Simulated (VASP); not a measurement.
# Ti8HC8 (a cell with a defect) in VASP: single point with PBE

Aim: the single point of Ti8HC8 (a cell with a defect) with PBE.

Program: VASP 6.6.1. These are calculated values, not measurements. Logs are shortened: lines on timing, memory, paths and dates and some standing lists are left out, and cuts for length are marked.

## (1) The cell of the first run

The cell holds a defect, 17 atoms: a = 6.127 Å, b = 6.127 Å, c = 6.127 Å, α = 60.00°, β = 60.00°, γ = 60.00°.

## (2) Single point, PBE

Contents of INCAR:

```
SYSTEM = Ti8HC8
PREC = Accurate ; ENCUT = 520
EDIFF = 1E-7 ; ISMEAR = 0
SIGMA = 0.1 ; LREAL = Auto
LASPH = .True. ; NELM = 100
ALGO = Normal ; ISIF = 2
LWAVE = .False. ; LCHARG = .False.
GGA = PE ; NBANDS = 78
```

Contents of KPOINTS:

```
Automatic mesh
0
Gamma
  5 5 5
  0 0 0
```

Contents of POSCAR:

```
Ti8HC8
1.0
    0.0000000000      4.3327798708     -4.3327798708
   -4.3327798708      0.0000000000     -4.3327798708
   -4.3327798708      4.3327798708      0.0000000000
Ti C H
8 8 1
Direct
    0.0005896907      0.4997387508     -0.0000796256
    0.4990505090      0.4996616640     -0.0001576355
   -0.0041121406      0.0153171871     -0.0080186395
    0.5011611632     -0.0006413896     -0.0025498641
   -0.0041102942      0.4918055068      0.5154889163
    0.5011619710      0.4972672428      0.4995394561
    0.0003380047     -0.0012861258      0.4988957585
    0.5011902439     -0.0013037819      0.4988774100
    0.7516680046      0.7495892007      0.2497675932
    0.2480896865      0.7495679672      0.2497458981
    0.7496500161      0.2506158938      0.2492417183
    0.2513374860      0.2454179607      0.2510487568
    0.7496514009      0.7490603254      0.7507947777
    0.2513362166      0.7508693257      0.7456008836
    0.7483708143      0.2500510140      0.7502278207
    0.2504697982      0.2500603613      0.7502367064
    0.0850392845      0.6655206556      0.1656750450
```

Potentials or basis: VASP PAW PBE potentials, release 64 (Ti_sv, C, H).

The run is started by

```
$ cat potpaw_PBE.64/Ti_sv/POTCAR potpaw_PBE.64/C/POTCAR potpaw_PBE.64/H/POTCAR > POTCAR
$ mpirun -np 1 vasp_std > vasp.out
```

OUTCAR:

```text
SYSTEM = Ti8HC8
   PREC = Accurate
   ENCUT = 520
   EDIFF = 1E-7
   ISMEAR = 0
   LREAL = Auto
   LASPH = .True.
   NELM = 100
   ISIF = 2
   GGA = PE

 ion  position               nearest neighbor table
   1  0.001  0.500  1.000-  16 2.16   9 2.17  11 2.17  13 2.17  12 2.17  14 2.17
   2  0.499  0.500  1.000-  15 2.16  10 2.17  11 2.17  13 2.17  14 2.17  12 2.17
   3  0.996  0.015  0.992-  17 1.78  15 2.12  16 2.12  11 2.14   9 2.21  10 2.21  14 2.21   5 2.92

   4  0.501  0.999  0.997-  13 2.15  15 2.16  16 2.16  12 2.17   9 2.18  10 2.18
   5  0.996  0.492  0.515-  17 1.78  15 2.12  16 2.12  13 2.14   9 2.21  10 2.21  12 2.21   3 2.92

   6  0.501  0.497  0.500-  11 2.15  15 2.16  16 2.16  14 2.17   9 2.18  10 2.18
   7  0.000  0.999  0.499-  14 2.16  12 2.16  10 2.16  13 2.17  11 2.17  15 2.18
   8  0.501  0.999  0.499-  14 2.16  12 2.16   9 2.16  13 2.17  11 2.17  16 2.18
   9  0.752  0.750  0.250-   8 2.16   1 2.17   4 2.18   6 2.18   5 2.21   3 2.21
  10  0.248  0.750  0.250-   7 2.16   2 2.17   4 2.18   6 2.18   5 2.21   3 2.21
  11  0.750  0.251  0.249-   3 2.14   6 2.15   2 2.17   1 2.17   7 2.17   8 2.17
  12  0.251  0.245  0.251-   8 2.16   7 2.16   4 2.17   1 2.17   2 2.17   5 2.21
  13  0.750  0.749  0.751-   5 2.14   4 2.15   2 2.17   1 2.17   7 2.17   8 2.17
  14  0.251  0.751  0.746-   8 2.16   7 2.16   6 2.17   1 2.17   2 2.17   3 2.21
  15  0.748  0.250  0.750-   3 2.12   5 2.12   6 2.16   4 2.16   2 2.16   7 2.18
  16  0.250  0.250  0.750-   3 2.12   5 2.12   6 2.16   4 2.16   1 2.16   8 2.18
  17  0.085  0.666  0.166-   3 1.78   5 1.78

  LATTYP: Found a face centered cubic cell.
 ALAT       =     8.6655597416

  Lattice vectors:

 A1 = (   0.0000000000,   4.3327798708,  -4.3327798708)
 A2 = (  -4.3327798708,   0.0000000000,  -4.3327798708)
 A3 = (  -4.3327798708,   4.3327798708,   0.0000000000)

Analysis of symmetry for initial positions (statically):
=====================================================================
 Subroutine PRICEL returns:
 Original cell was already a primitive cell.

 Routine SETGRP: Setting up the symmetry group for a
 face centered cubic supercell.

 Subroutine GETGRP returns: Found  1 space group operations
 (whereof  1 operations were pure point group operations)
 out of a pool of 48 trial point group operations.

The static configuration has the point symmetry C_1 .

Analysis of symmetry for dynamics (positions and initial velocities):
=====================================================================
 Subroutine PRICEL returns:
 Original cell was already a primitive cell.

 Routine SETGRP: Setting up the symmetry group for a
 face centered cubic supercell.

 Subroutine GETGRP returns: Found  1 space group operations
 (whereof  1 operations were pure point group operations)
[... 144 lines left out ...]
   NUPDOWN=      -1.0000    fix difference up-down
   EMIN   =  10.00;   EMAX   =-10.00  energy-range for DOS
   EFERMI =   0.00;   METHOD = LEGACY
   ISMEAR =     0;   SIGMA  =   0.10  broadening in eV -4-tet -1-fermi 0-gaus
   EFERMI_NEDOS =   21; number of points for ismear=-14 and -15
   IALGO  =     38    algorithm
   IMIX   =      4    mixing-type and parameters
     AMIX     =   0.40;   BMIX     =  1.00
     AMIX_MAG =   1.60;   BMIX_MAG =  1.00
  volume/ion in A,a.u.               =       9.57        64.58
  Fermi-wavevector in a.u.,A,eV,Ry     =   1.515287  2.863476 31.240248  2.296093
  Thomas-Fermi vector in A             =   2.624831
   LORBIT       =      0    0 simple, 1 ext, 2 COOP (PROOUT), +10 PAW based schemes
   GGA     = PE    functional components
   LHFCALC =     F    Hartree Fock is set to
   AEXX    =    0.0000 exact exchange contribution
   IVDW    =     0    specifies the selected vdW correction
   LEPSILON=     F    determine dielectric tensor
   LRPA    =     F    only Hartree local field effects (RPA)
 non-spin polarized calculation
 Gauss-broadening in eV      SIGMA  =   0.10
  energy-cutoff  :      520.00
  volume of cell :      162.68
 maximum number of plane-waves:      4408
 NGX is ok and might be reduce to    48
   NGX = 23   NGY = 23   NGZ = 23

 number of electron     129.0000001 magnetization

 Free energy of the ion-electron system (eV)
  ---------------------------------------------------
  ext. energy  EPLUGINS =         0.00000000
  ---------------------------------------------------
  free energy    TOTEN  =      -151.53537422 eV

  energy without entropy =     -151.51753191  energy(sigma->0) =     -151.52645307

 E-fermi :   9.7316     XC(G=0): -12.7567

 val. band max:        9.6869465687   @ k =   0.2000  -0.4000  -0.4000
 cond. band min:       9.7381101364   @ k =  -0.4000   0.2000  -0.4000
 fundamental gap:      0.0511635677
 Fermi energy:         9.7315945973

 k-point     1 :       0.0000    0.0000    0.0000
  band No.  band energies     occupation
      1     -47.0603      2.00000
      2     -46.9912      2.00000
      3     -46.9899      2.00000
      4     -46.9885      2.00000
      5     -46.9837      2.00000
      6     -46.9633      2.00000
[... 1885 lines left out ...]
     75      12.2188      0.00000
     76      12.2767      0.00000

 [... further k-points ...]

 [bands above 76 left out]

------------------------ aborting loop because EDIFF is reached ----------------------------------------

  FORCE on cell =-STRESS in cart. coord.  units (eV):
  Direction    XX          YY          ZZ          XY          YZ          ZX
  --------------------------------------------------------------------------------------
  -------------------------------------------------------------------------------------
  Total        2.9267132      3.2465905      3.2341313      0.0359596      3.1476788     -0.0343207
  in kB       28.8244403     31.9748281     31.8521209      0.3541567     31.0006727     -0.3380152
  external PRESSURE =      30.8837964 kB  Pullay stress =       0.0000000 kB

 VOLUME and BASIS-vectors are now :
 -----------------------------------------------------------------------------
  energy-cutoff  :      520.00
  volume of cell :      162.68
      direct lattice vectors                 reciprocal lattice vectors
     0.000000000  4.332779871 -4.332779871     0.115399354  0.115399354 -0.115399354
    -4.332779871  0.000000000 -4.332779871    -0.115399354 -0.115399354 -0.115399354
    -4.332779871  4.332779871  0.000000000    -0.115399354  0.115399354  0.115399354

 POSITION                                       TOTAL-FORCE (eV/Angst)
 -----------------------------------------------------------------------------------
     -6.49769      4.33499     -2.16781        -0.013594      0.002770      0.002501
     -6.49702      6.49437     -4.32720        -0.009071     -0.000855     -0.001589
     -4.36440      8.61300     -4.38133        -0.028289      0.029271      0.035594
     -8.65173      6.49315     -6.50142        -0.026263      0.011510      0.013762
     -4.36439      6.54847     -6.44586        -0.026094     -0.035418     -0.029829
     -4.31894      4.33582     -4.32597        -0.028835     -0.012973     -0.013329
[... 9 lines left out ...]
     -4.33407      4.33584     -2.16869        -0.022627     -0.001464      0.002328
     -3.60139      1.08629     -3.25201         0.347838      0.023927     -0.023395
 -----------------------------------------------------------------------------------
    total drift:                                0.009238      0.003346      0.003904

  FREE ENERGIE OF THE ION-ELECTRON SYSTEM (eV)
  ---------------------------------------------------
  free  energy   TOTEN  =      -151.5353742246 eV

  energy  without entropy=     -151.5175319121  energy(sigma->0) =     -151.52645307
```

OSZICAR:

```text
N       E                     dE             d eps       ncg     rms          rms(c)
DAV:   1     0.191801458130E+04    0.19180E+04   -0.59838E+04  9828   0.203E+03
DAV:   2     0.171080753072E+03   -0.17469E+04   -0.16953E+04  9828   0.646E+02
DAV:   3    -0.158663484477E+03   -0.32974E+03   -0.31660E+03 13690   0.230E+02
[... 12 lines left out ...]
DAV:  16    -0.151535374397E+03    0.17336E-05   -0.72538E-06 13632   0.254E-02    0.713E-03
DAV:  17    -0.151535374461E+03   -0.64274E-07   -0.23970E-06 13528   0.114E-02    0.307E-03
DAV:  18    -0.151535373878E+03    0.58354E-06   -0.70976E-07 12136   0.521E-03    0.957E-04
DAV:  19    -0.151535374062E+03   -0.18443E-06   -0.60187E-08  6792   0.222E-03    0.448E-04
DAV:  20    -0.151535374170E+03   -0.10825E-06   -0.23327E-08  6600   0.127E-03    0.279E-04
DAV:  21    -0.151535374225E+03   -0.54177E-07   -0.95784E-09  6416   0.590E-04
   1 F= -.15153537E+03 E0= -.15152645E+03  d E =-.178423E-01
```

It took 24 min on 1 thread of AMD EPYC 9R45 (Zen 5), shared host; peak memory 0.61 GiB.

Results:

* Free energy: -151.5354 eV
* Pressure: 3.1 GPa
* Largest force: 0.349 eV/Å

Forces in eV/Å, atoms in the order of the input:
```
Ti  -0.014  0.003  0.003
Ti  -0.009 -0.001 -0.002
Ti  -0.028  0.029  0.036
Ti  -0.026  0.012  0.014
Ti  -0.026 -0.035 -0.030
Ti  -0.029 -0.013 -0.013
Ti  -0.024  0.002 -0.002
Ti  -0.017 -0.004  0.006
C   -0.033 -0.022  0.022
C   -0.026  0.011 -0.011
C   -0.016 -0.007 -0.004
C   -0.020  0.006  0.006
C   -0.016  0.003  0.004
C   -0.019 -0.007 -0.006
C   -0.022  0.001 -0.002
C   -0.023 -0.001  0.002
H    0.348  0.024 -0.023
```

Levels at points of the mesh, in eV from the Fermi level:
```
           k point  band 61  band 62  band 63  band 64  band 65  band 66  band 67  band 68
(0.00, 0.00, 0.00)    -0.39    -0.29    -0.26    -0.25     0.39     0.44     0.44     1.35
```
